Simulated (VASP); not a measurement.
# Rb3Ni (Pm-3m) in VASP: single point with PBE

Aim: the single point of Rb3Ni with PBE.

Everything below comes from runs of VASP 6.6.1. Logs are shortened: lines on timing, memory, paths and dates and some standing lists are left out, and cuts for length are marked.

### Step 1. The cell of the first run

The structure is cubic, space group Pm-3m (No. 221). The conventional cell has a = 5.851 Å, b = 5.851 Å, c = 5.851 Å, α = 90.00°, β = 90.00°, γ = 90.00°. Rb (site symmetry 4/mmm) has 8 Rb at 4.14 Å and 4 Ni at 4.14 Å within 5.4 Å. Within 5.4 Å of Ni (site symmetry m-3m) lie 12 Rb at 4.14 Å.

### Step 2. Single point, PBE

Contents of INCAR:

```
SYSTEM = Rb3Ni
ALGO     = Fast           ! electronic algorithm
EDIFF    = 1E-6           ! SCF threshold, eV
ENCUT    = 520            ! plane-wave cutoff, eV
GGA      = PE             ! functional
ISIF     = 2              ! what is computed and relaxed
ISMEAR   = 0              ! smearing method
LASPH    = .TRUE.         ! aspherical terms in the spheres
LCHARG   = .FALSE.        ! write CHGCAR
LREAL    = .FALSE.        ! projectors in reciprocal space
LWAVE    = .FALSE.        ! write WAVECAR
NBANDS   = 26             ! bands
NELM     = 60             ! most SCF steps
PREC     = Accurate       ! precision mode
SIGMA    = 0.1            ! smearing width, eV
```

Contents of KPOINTS:

```
k-points
0
G
  8 8 8
  0 0 0
```

Contents of POSCAR:

```
Rb3Ni
1.0
    5.8510131038      0.0000000000      0.0000000000
    0.0000000000      5.8510131038      0.0000000000
    0.0000000000      0.0000000000      5.8510131038
Rb Ni
3 1
Direct
    0.0000000000      0.5000000000      0.5000000000
    0.5000000000      0.0000000000      0.5000000000
    0.5000000000      0.5000000000      0.0000000000
    0.0000000000      0.0000000000      0.0000000000
```

Potentials or basis: VASP PAW PBE potentials, release 64 (Rb_sv, Ni).

Started as:

```bash
$ cat potpaw_PBE.64/Rb_sv/POTCAR potpaw_PBE.64/Ni/POTCAR > POTCAR
$ mpirun -np 1 vasp_std > vasp.out
```

OUTCAR:

```text
SYSTEM = Rb3Ni
   EDIFF = 1E-6
   ENCUT = 520
   GGA = PE
   ISIF = 2
   ISMEAR = 0
   LASPH = .TRUE.
   LREAL = .FALSE.
   NELM = 60
   PREC = Accurate

 ion  position               nearest neighbor table
   1  0.000  0.500  0.500-   2 4.14   3 4.14   4 4.14   3 4.14   4 4.14   2 4.14   4 4.14   4 4.14
                             2 4.14   3 4.14   3 4.14   2 4.14
   2  0.500  0.000  0.500-   1 4.14   3 4.14   4 4.14   3 4.14   4 4.14   1 4.14   3 4.14   3 4.14
                             1 4.14   4 4.14   4 4.14   1 4.14
   3  0.500  0.500  0.000-   1 4.14   2 4.14   4 4.14   1 4.14   2 4.14   2 4.14   4 4.14   2 4.14
                             1 4.14   4 4.14   1 4.14   4 4.14
   4  0.000  0.000  0.000-   1 4.14   2 4.14   3 4.14   1 4.14   2 4.14   1 4.14   3 4.14   1 4.14
                             2 4.14   3 4.14   2 4.14   3 4.14

  LATTYP: Found a simple cubic cell.
 ALAT       =     5.8510131038

  Lattice vectors:

 A1 = (   5.8510131038,   0.0000000000,   0.0000000000)
 A2 = (   0.0000000000,   5.8510131038,   0.0000000000)
 A3 = (   0.0000000000,   0.0000000000,   5.8510131038)

Analysis of symmetry for initial positions (statically):
=====================================================================
 Subroutine PRICEL returns:
 Original cell was already a primitive cell.

 Routine SETGRP: Setting up the symmetry group for a
 simple cubic supercell.

 Subroutine GETGRP returns: Found 48 space group operations
 (whereof 48 operations were pure point group operations)
 out of a pool of 48 trial point group operations.

The static configuration has the point symmetry O_h .

Analysis of symmetry for dynamics (positions and initial velocities):
=====================================================================
 Subroutine PRICEL returns:
 Original cell was already a primitive cell.

 Routine SETGRP: Setting up the symmetry group for a
 simple cubic supercell.

 Subroutine GETGRP returns: Found 48 space group operations
 (whereof 48 operations were pure point group operations)
 out of a pool of 48 trial point group operations.

The dynamic configuration has the point symmetry O_h .

 Subroutine INISYM returns: Found 48 space group operations
 (whereof 48 operations are pure point group operations),
 and found     1 'primitive' translations

----------------------------------------------------------------------------------------

                                     Primitive cell

  volume of cell :     200.3057

  direct lattice vectors                    reciprocal lattice vectors
     5.851013104  0.000000000  0.000000000     0.170910573  0.000000000  0.000000000
     0.000000000  5.851013104  0.000000000     0.000000000  0.170910573  0.000000000
     0.000000000  0.000000000  5.851013104     0.000000000  0.000000000  0.170910573

  length of vectors
     5.851013104  5.851013104  5.851013104     0.170910573  0.170910573  0.170910573

  position of ions in fractional coordinates (direct lattice)
     0.000000000  0.500000000  0.500000000
     0.500000000  0.000000000  0.500000000
     0.500000000  0.500000000  0.000000000
     0.000000000  0.000000000  0.000000000

  ion indices of the primitive-cell ions
   primitive index   ion index
                 1           1
                 2           2
                 3           3
                 4           4

----------------------------------------------------------------------------------------

 KPOINTS: k-points

Automatic generation of k-mesh.
 Grid dimensions read from file:
 generate k-points for:    8    8    8

 Generating k-lattice:

  Cartesian coordinates                     Fractional coordinates (reciprocal lattice)
     0.021363822  0.000000000  0.000000000     0.125000000  0.000000000  0.000000000
     0.000000000  0.021363822  0.000000000     0.000000000  0.125000000  0.000000000
     0.000000000  0.000000000  0.021363822     0.000000000  0.000000000  0.125000000

  Length of vectors
     0.021363822  0.021363822  0.021363822

  Shift w.r.t. Gamma in fractional coordinates (k-lattice)
     0.000000000  0.000000000  0.000000000

 Subroutine IBZKPT returns following result:
 ===========================================

 Found     35 irreducible k-points:

 Following reciprocal coordinates:
            Coordinates               Weight
  0.000000  0.000000  0.000000      1.000000
  0.125000  0.000000  0.000000      6.000000
  0.250000  0.000000  0.000000      6.000000
  0.375000  0.000000  0.000000      6.000000
  0.500000  0.000000  0.000000      3.000000
  0.125000  0.125000  0.000000     12.000000
[... 16 lines left out ...]
  0.375000  0.375000  0.125000     24.000000
  0.500000  0.375000  0.125000     24.000000
 [... further k-points ...]
   k-points           NKPTS =     35   k-points in BZ     NKDIM =     35   number of bands    NBANDS=     26
   number of dos      NEDOS =    301   number of ions     NIONS =      4
   total plane-waves  NPLWV = 110592
   dimension x,y,z NGX =    48 NGY =   48 NGZ =   48
   dimension x,y,z NGXF=    96 NGYF=   96 NGZF=   96
   ions per type =               3   1
   NGX,Y,Z   is equivalent  to a cutoff of  13.64, 13.64, 13.64 a.u.
   NGXF,Y,Z  is equivalent  to a cutoff of  27.28, 27.28, 27.28 a.u.
 SYSTEM =  Rb3Ni
   PREC   = accura    normal or accurate (medium, high low for compatibility)
   ISTART =      0    job   : 0-new  1-cont  2-samecut
   ICHARG =      2    charge: 1-file 2-atom 10-const
   ISPIN  =      1    spin polarized calculation?
   LNONCOLLINEAR =      F non collinear calculations
   LSORBIT =      F    spin-orbit coupling
   LASPH  =      T    aspherical Exc in radial PAW
   ENCUT  =  520.0 eV  38.22 Ry    6.18 a.u.  10.88 10.88 10.88*2*pi/ulx,y,z
   NELM   =     60;   NELMIN=  2; NELMDL= -5     # of ELM steps
   EDIFF  = 0.1E-05   stopping-criterion for ELM
   LREAL  =      F    real-space projection
   EDIFFG = 0.1E-04   stopping-criterion for IOM
   NSW    =      0    number of steps for IOM
   IBRION =     -1    ionic relax: 0-MD 1-quasi-New 2-CG
   NFREE  =      0    steps in history (QN), initial steepest desc. (CG)
   ISIF   =      2    stress and relaxation
   ISYM   =      2    0-nonsym 1-usesym 2-fastsym
   POTIM  = 0.5000    time-step for ionic-motion
   TEBEG  =    0.0;   TEEND  =   0.0 temperature during run
   PSTRESS=    0.0 pullay stress
   NELECT =      37.0000    total number of electrons
   NUPDOWN=      -1.0000    fix difference up-down
   EMIN   =  10.00;   EMAX   =-10.00  energy-range for DOS
   EFERMI =   0.00;   METHOD = LEGACY
   ISMEAR =     0;   SIGMA  =   0.10  broadening in eV -4-tet -1-fermi 0-gaus
   EFERMI_NEDOS =   21; number of points for ismear=-14 and -15
   IALGO  =     68    algorithm
   IMIX   =      4    mixing-type and parameters
     AMIX     =   0.40;   BMIX     =  1.00
     AMIX_MAG =   1.60;   BMIX_MAG =  1.00
  volume/ion in A,a.u.               =      50.08       337.93
  Fermi-wavevector in a.u.,A,eV,Ry     =   0.932347  1.761881 11.827154  0.869271
  Thomas-Fermi vector in A             =   2.058935
   LORBIT       =      0    0 simple, 1 ext, 2 COOP (PROOUT), +10 PAW based schemes
   GGA     = PE    functional components
   LHFCALC =     F    Hartree Fock is set to
   AEXX    =    0.0000 exact exchange contribution
   IVDW    =     0    specifies the selected vdW correction
   LEPSILON=     F    determine dielectric tensor
   LRPA    =     F    only Hartree local field effects (RPA)
 non-spin polarized calculation
 RMM-DIIS sequential band-by-band and
 Gauss-broadening in eV      SIGMA  =   0.10
  energy-cutoff  :      520.00
  volume of cell :      200.31
 maximum number of plane-waves:      5449
 NGX is ok and might be reduce to    48
   NGX = 21   NGY = 21   NGZ = 21

 number of electron      37.0000000 magnetization

 Free energy of the ion-electron system (eV)
  ---------------------------------------------------
  ext. energy  EPLUGINS =         0.00000000
  ---------------------------------------------------
  free energy    TOTEN  =        -5.65833158 eV

  energy without entropy =       -5.60746151  energy(sigma->0) =       -5.63289654

 E-fermi :   0.9448     XC(G=0):  -6.8849

 val. band max:        0.9323721742   @ k =   0.5000   0.3750   0.0000
 cond. band min:       0.9666701427   @ k =   0.2500   0.2500   0.2500
 fundamental gap:      0.0342979684
 Fermi energy:         0.9448434691

 k-point     1 :       0.0000    0.0000    0.0000
  band No.  band energies     occupation
      1     -27.6178      2.00000
      2     -27.5639      2.00000
      3     -27.5639      2.00000
      4     -11.9191      2.00000
      5     -11.9191      2.00000
      6     -11.9191      2.00000
[... 18 lines left out ...]
     25       3.6167      0.00000
     26       3.6168      0.00000

 k-point     2 :       0.1250    0.0000    0.0000
  band No.  band energies     occupation
      1     -27.6160      2.00000
      2     -27.5657      2.00000
      3     -27.5638      2.00000
      4     -11.9111      2.00000
      5     -11.9111      2.00000
      6     -11.9071      2.00000
[... 18 lines left out ...]
     25       3.7920      0.00000
     26       3.7941      0.00000

 k-point     3 :       0.2500    0.0000    0.0000
  band No.  band energies     occupation
      1     -27.6109      2.00000
      2     -27.5707      2.00000
      3     -27.5638      2.00000
      4     -11.8895      2.00000
      5     -11.8895      2.00000
      6     -11.8720      2.00000
[... 18 lines left out ...]
     25       4.0183      0.00000
     26       4.2193      0.00000

 k-point     4 :       0.3750    0.0000    0.0000
  band No.  band energies     occupation
      1     -27.6040      2.00000
      2     -27.5775      2.00000
      3     -27.5638      2.00000
      4     -11.8639      2.00000
      5     -11.8639      2.00000
      6     -11.8177      2.00000
[... 18 lines left out ...]
     25       4.1957      0.00000
     26       4.2546      0.00000
[... 496 lines left out ...]
      1     -27.5935      2.00000
      2     -27.5817      2.00000
      3     -27.5699      2.00000
      4     -11.9484      2.00000
      5     -11.7956      2.00000
      6     -11.7731      2.00000
[... 18 lines left out ...]
     25       3.9825      0.00000
     26       4.5270      0.00000

 k-point    23 :       0.3750    0.3750    0.1250
  band No.  band energies     occupation
      1     -27.5921      2.00000
      2     -27.5790      2.00000
      3     -27.5739      2.00000
      4     -11.9696      2.00000
      5     -11.8163      2.00000
      6     -11.7602      2.00000
[... 18 lines left out ...]
     25       3.8000      0.00000
     26       4.6588      0.00000

 k-point    24 :       0.5000    0.3750    0.1250
  band No.  band energies     occupation
      1     -27.5880      2.00000
      2     -27.5816      2.00000
      3     -27.5753      2.00000
      4     -11.9752      2.00000
      5     -11.8301      2.00000
      6     -11.7465      2.00000
[... 18 lines left out ...]
     25       3.7347      0.00000
     26       4.7603      0.00000

 [... further k-points ...]
[... 5 lines left out ...]
  --------------------------------------------------------------------------------------
  -------------------------------------------------------------------------------------
  Total       -0.0041019     -0.0041019     -0.0041019      0.0000000     -0.0000000      0.0000000
  in kB       -0.0328096     -0.0328096     -0.0328096      0.0000000     -0.0000000      0.0000000
  external PRESSURE =      -0.0328096 kB  Pullay stress =       0.0000000 kB

 VOLUME and BASIS-vectors are now :
 -----------------------------------------------------------------------------
  energy-cutoff  :      520.00
  volume of cell :      200.31
      direct lattice vectors                 reciprocal lattice vectors
     5.851013104  0.000000000  0.000000000     0.170910573  0.000000000  0.000000000
     0.000000000  5.851013104  0.000000000     0.000000000  0.170910573  0.000000000
     0.000000000  0.000000000  5.851013104     0.000000000  0.000000000  0.170910573

 POSITION                                       TOTAL-FORCE (eV/Angst)
 -----------------------------------------------------------------------------------
      0.00000      2.92551      2.92551         0.000000      0.000000      0.000000
      2.92551      0.00000      2.92551         0.000000      0.000000      0.000000
      2.92551      2.92551      0.00000         0.000000      0.000000      0.000000
      0.00000      0.00000      0.00000         0.000000      0.000000      0.000000
 -----------------------------------------------------------------------------------
    total drift:                                0.000000     -0.000000     -0.000000

  FREE ENERGIE OF THE ION-ELECTRON SYSTEM (eV)
  ---------------------------------------------------
  free  energy   TOTEN  =        -5.6583315767 eV

  energy  without entropy=       -5.6074615060  energy(sigma->0) =       -5.63289654
```

It took 2.2 min on 1 thread of Intel Xeon 6975P-C (Granite Rapids), shared host; peak memory 0.42 GiB.

Results:

| Property | Result |
| --- | --- |
| Free energy | -5.6583 eV |
| Pressure | 0.0 GPa |
